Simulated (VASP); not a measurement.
# Ta2N (C2/m) in VASP: single point with PBEsol

Aim: the single point of Ta2N with PBEsol.

Program: VASP 6.6.1. These are calculated values, not measurements. Logs are shortened: lines on timing, memory, paths and dates and some standing lists are left out, and cuts for length are marked.

**1. The cell of the first run**

The structure is monoclinic, space group C2/m (No. 12). The conventional cell has a = 5.264 Å, b = 9.118 Å, c = 4.913 Å, α = 90.00°, β = 90.86°, γ = 90.00°. Ta (site symmetry 1) has 3 N at 2.14 to 2.17 Å within 2.8 Å. Ta (site symmetry m) has 3 N at 2.12 to 2.14 Å within 2.8 Å. Within 2.8 Å of N (site symmetry 2) lie 6 Ta at 2.14 to 2.17 Å. Within 2.8 Å of N (site symmetry 2/m) lie 6 Ta at 2.12 to 2.14 Å.

**2. Single point, PBEsol (strain +0.0150 x Voigt [0, 0, 0, 0, 1, 0])**

File INCAR:

```
SYSTEM = Ta2N
  PREC = Accurate
  ENCUT = 520
  EDIFF = 1E-6
  ISMEAR = 0
  SIGMA = 0.15
  LREAL = .False.
  LASPH = .True.
  NELM = 100
  ALGO = Fast
  ISIF = 2
  LWAVE = .False.
  LCHARG = .False.
  GGA = PS
  NBANDS = 50
  KPAR = 4
```

File KPOINTS:

```
Automatic mesh
0
Gamma
  12 12 8
  0 0 0
```

File POSCAR:

```
Ta2N
1.0
    5.2640975886      0.0000000000      0.0394807319
   -2.6320487943      4.5588422398     -0.0197403660
    0.0368445180      0.0000000000      4.9126024056
Ta N
6 3
Direct
    0.6668041045      0.6668041045      0.7527922812
    0.0000000000      0.3331958955      0.7527922812
    0.3331958955      0.0000000000      0.7527922812
    0.3331958955      0.3331958955      0.2472077188
    1.0000000000      0.6668041045      0.2472077188
    0.6668041045      0.0000000000      0.2472077188
    0.6666666667      0.3333333333      0.5000000000
    0.3333333333      0.6666666667      0.5000000000
    0.0000000000      0.0000000000      0.0000000000
```

Potentials or basis: VASP PAW PBE potentials, release 64 (Ta_pv, N).

On the command line:

```sh
$ cat potpaw_PBE.64/Ta_pv/POTCAR potpaw_PBE.64/N/POTCAR > POTCAR
$ mpirun -np 4 vasp_std > vasp.out
```

OUTCAR:

```text
SYSTEM = Ta2N
   PREC = Accurate
   ENCUT = 520
   EDIFF = 1E-6
   ISMEAR = 0
   LREAL = .False.
   LASPH = .True.
   NELM = 100
   ISIF = 2
   GGA = PS

 ion  position               nearest neighbor table
   1  0.667  0.667  0.753-   9 2.14   7 2.14   8 2.17   6 2.99   4 2.99   5 3.02   5 3.02   2 3.04
                             3 3.04   3 3.04   2 3.04   2 3.04   3 3.04   6 3.05   4 3.05
   2  0.000  0.333  0.753-   9 2.14   8 2.14   7 2.17   6 2.99   5 2.99   4 3.02   4 3.02   1 3.04
                             3 3.04   3 3.04   1 3.04   1 3.04   3 3.04   6 3.05   5 3.05
   3  0.333  0.000  0.753-   9 2.12   8 2.14   7 2.14   4 2.99   5 2.99   6 3.02   6 3.02   1 3.04
                             2 3.04   2 3.04   1 3.04   2 3.04   1 3.04   5 3.05   4 3.05
   4  0.333  0.333  0.247-   9 2.14   8 2.14   7 2.17   3 2.99   1 2.99   2 3.02   2 3.02   5 3.04
                             6 3.04   6 3.04   5 3.04   5 3.04   6 3.04   3 3.05   1 3.05
   5  0.000  0.667  0.247-   9 2.14   7 2.14   8 2.17   3 2.99   2 2.99   1 3.02   1 3.02   4 3.04
                             6 3.04   6 3.04   4 3.04   4 3.04   6 3.04   3 3.05   2 3.05
   6  0.667  0.000  0.247-   9 2.12   7 2.14   8 2.14   1 2.99   2 2.99   3 3.02   3 3.02   4 3.04
                             5 3.04   5 3.04   4 3.04   5 3.04   4 3.04   2 3.05   1 3.05
   7  0.667  0.333  0.500-   6 2.14   3 2.14   5 2.14   1 2.14   2 2.17   4 2.17
   8  0.333  0.667  0.500-   3 2.14   6 2.14   2 2.14   4 2.14   5 2.17   1 2.17
   9  0.000  0.000  0.000-   3 2.12   6 2.12   4 2.14   1 2.14   5 2.14   2 2.14

  LATTYP: Found a base centered monoclinic cell.
 ALAT       =     5.2642456393
 B/A-ratio  =     1.7320020957
 C/A-ratio  =     0.9332278369
 COS(beta)  =    -0.0149991563

  Lattice vectors:

 A1 = (  -2.6320487943,   4.5588422398,  -0.0197403660)
 A2 = (  -2.6320487943,  -4.5588422398,  -0.0197403659)
 A3 = (   0.0368445180,   0.0000000000,   4.9126024056)

Analysis of symmetry for initial positions (statically):
=====================================================================
 Subroutine PRICEL returns:
 Original cell was already a primitive cell.

 Routine SETGRP: Setting up the symmetry group for a
 base centered monoclinic supercell.

 Subroutine GETGRP returns: Found  4 space group operations
 (whereof  4 operations were pure point group operations)
 out of a pool of  4 trial point group operations.

The static configuration has the point symmetry C_2h.

Analysis of symmetry for dynamics (positions and initial velocities):
=====================================================================
 Subroutine PRICEL returns:
 Original cell was already a primitive cell.

 Routine SETGRP: Setting up the symmetry group for a
 base centered monoclinic supercell.

 Subroutine GETGRP returns: Found  4 space group operations
[... 126 lines left out ...]
   TEBEG  =    0.0;   TEEND  =   0.0 temperature during run
   PSTRESS=    0.0 pullay stress
   NELECT =      81.0000    total number of electrons
   NUPDOWN=      -1.0000    fix difference up-down
   EMIN   =  10.00;   EMAX   =-10.00  energy-range for DOS
   EFERMI =   0.00;   METHOD = LEGACY
   ISMEAR =     0;   SIGMA  =   0.15  broadening in eV -4-tet -1-fermi 0-gaus
   EFERMI_NEDOS =   21; number of points for ismear=-14 and -15
   IALGO  =     68    algorithm
   IMIX   =      4    mixing-type and parameters
     AMIX     =   0.40;   BMIX     =  1.00
     AMIX_MAG =   1.60;   BMIX_MAG =  1.00
  volume/ion in A,a.u.               =      13.10        88.39
  Fermi-wavevector in a.u.,A,eV,Ry     =   1.444601  2.729900 28.393622  2.086872
  Thomas-Fermi vector in A             =   2.562878
   LORBIT       =      0    0 simple, 1 ext, 2 COOP (PROOUT), +10 PAW based schemes
   GGA     = PS    functional components
   LHFCALC =     F    Hartree Fock is set to
   AEXX    =    0.0000 exact exchange contribution
   IVDW    =     0    specifies the selected vdW correction
   LEPSILON=     F    determine dielectric tensor
   LRPA    =     F    only Hartree local field effects (RPA)
 non-spin polarized calculation
 RMM-DIIS sequential band-by-band and
 Gauss-broadening in eV      SIGMA  =   0.15
  energy-cutoff  :      520.00
  volume of cell :      117.89
 maximum number of plane-waves:      3191
   NGX = 19   NGY = 19   NGZ = 19

 number of electron      81.0000002 magnetization

 Free energy of the ion-electron system (eV)
  ---------------------------------------------------
  ext. energy  EPLUGINS =         0.00000000
  ---------------------------------------------------
  free energy    TOTEN  =      -110.53815556 eV

  energy without entropy =     -110.50478167  energy(sigma->0) =     -110.52146861

 E-fermi :   7.4934     XC(G=0): -13.1770

 val. band max:        7.4930849730   @ k =   0.0000   0.3333   0.0000
 cond. band min:       7.4976146331   @ k =  -0.2500   0.4167   0.1250
 fundamental gap:      0.0045296601
 Fermi energy:         7.4933668698

 k-point     1 :       0.0000    0.0000    0.0000
  band No.  band energies     occupation
      1     -28.2141      2.00000
      2     -27.8092      2.00000
      3     -27.6353      2.00000
      4     -27.6306      2.00000
      5     -27.6191      2.00000
      6     -27.6141      2.00000
[... 1261 lines left out ...]
     49      10.4557      0.00000
     50      10.8395      0.00000

 [... further k-points ...]
[... 5 lines left out ...]
  --------------------------------------------------------------------------------------
  -------------------------------------------------------------------------------------
  Total        0.2055731      0.7280950      0.4887036      0.0000000     -0.0000000     -2.1497223
  in kB        2.7939022      9.8953911      6.6418708      0.0000000     -0.0000000    -29.2164371
  external PRESSURE =       6.4437213 kB  Pullay stress =       0.0000000 kB

 VOLUME and BASIS-vectors are now :
 -----------------------------------------------------------------------------
  energy-cutoff  :      520.00
  volume of cell :      117.89
      direct lattice vectors                 reciprocal lattice vectors
     5.264097589  0.000000000  0.039480732     0.189976769  0.109676969 -0.001424826
    -2.632048794  4.558842240 -0.019740366     0.000000000  0.219353938  0.000000000
     0.036844518  0.000000000  4.912602406    -0.001526772  0.000000000  0.203569548

 POSITION                                       TOTAL-FORCE (eV/Angst)
 -----------------------------------------------------------------------------------
      1.78280      3.03985      3.71133        -0.074756      0.051157      0.045741
     -0.84925      1.51899      3.69159        -0.074756     -0.051157      0.045741
      1.78171      0.00000      3.71132         0.010564      0.000000     -0.037431
      0.88610      1.51899      1.22101         0.074756     -0.051157     -0.045741
     -1.74595      3.03985      1.20127         0.074756      0.051157     -0.045741
      3.51923      0.00000      1.24076        -0.010564      0.000000      0.037431
      2.65047      1.51961      2.47604        -0.000000      0.000720     -0.000000
      0.01842      3.03923      2.45630        -0.000000     -0.000720      0.000000
      0.00000      0.00000      0.00000        -0.000000      0.000000      0.000000
 -----------------------------------------------------------------------------------
    total drift:                               -0.000000     -0.000000     -0.000000

  FREE ENERGIE OF THE ION-ELECTRON SYSTEM (eV)
  ---------------------------------------------------
  free  energy   TOTEN  =      -110.5381555550 eV

  energy  without entropy=     -110.5047816664  energy(sigma->0) =     -110.52146861
```

stdout:

```text
POSCAR found type information on POSCAR TaN
 POSCAR found :  2 types and       9 ions
 scaLAPACK will be used
 -----------------------------------------------------------------------------
|                                                                             |
|                                                                             |
|     You enforced a specific xc type in the INCAR file but a different       |
|     I HOPE YOU KNOW WHAT YOU ARE DOING!                                     |
|                                                                             |
 -----------------------------------------------------------------------------

 LDA part: xc-table for (Slater+PW92), standard interpolation
 POSCAR, INCAR and KPOINTS ok, starting setup
 FFT: planning ... GRIDC
 FFT: planning ... GRID_SOFT
 FFT: planning ... GRID
 WAVECAR not read
 entering main loop
```

It took 18 min on 4 MPI ranks of Oxide Virtual Turin-like, shared host; peak memory 1.2 GiB.

Results:

| Property | Result |
| --- | --- |
| Free energy | -110.5382 eV |
| Pressure | 0.6 GPa |
| Largest force | 0.101 eV/Å |
| Band gap on the k mesh | zero (an odd number of electrons rules out a gap without spin polarisation) |

Forces on the atoms (eV/Å):
```
Ta  -0.075  0.051  0.046
Ta  -0.075 -0.051  0.046
Ta   0.011  0.000 -0.037
Ta   0.075 -0.051 -0.046
Ta   0.075  0.051 -0.046
Ta  -0.011  0.000  0.037
N    0.000  0.001  0.000
N    0.000 -0.001  0.000
N    0.000  0.000  0.000
```

Caveat: the cell differs from its parent crystal (strain +0.0150 x Voigt [0, 0, 0, 0, 1, 0]); the PAW data sets were made with another functional, which shifts forces and pressure a little; spin-orbit coupling is left out, which moves the levels of the heavy elements.
